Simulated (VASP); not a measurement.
Runs of VASP 6.6.1 on SiMo3. The structure is that of space group Pm-3m (No. 221), or close to it. The cells are those of the table. 

```tsv
task	cell	k mesh	cutoff (eV)	gap on the mesh (eV)	pressure (GPa)
relaxation of cell and atoms	relaxed from a = 3.867 Å, 4 atoms	4 × 4 × 4	600	none	-0.1
single point	a = 3.900 Å, 4 atoms	4 × 4 × 4	520	none	0.6
single point	a = 3.901 Å, 4 atoms	12 × 12 × 12	520	none	(a)
single point	a = 3.867 Å, 4 atoms	6 × 6 × 6	520	none	7.5
```

Alike in all rows: level r2SCAN; potentials or basis VASP PAW PBE potentials, release 64 (Si, Mo_sv); no spin polarisation; smearing gaussian 0.1 eV.

Q: Fill in the values left out.

A: (a) 0.8.

Caveats: some runs use coarse meshes; the PAW data sets were made with another functional, which shifts forces and pressure a little; the cell stands under pressure (at least some runs).

A k mesh can miss the band edges, and the runs leave out spin-orbit coupling on Mo.

A gap of «none» marks levels without a gap at the run's occupations.
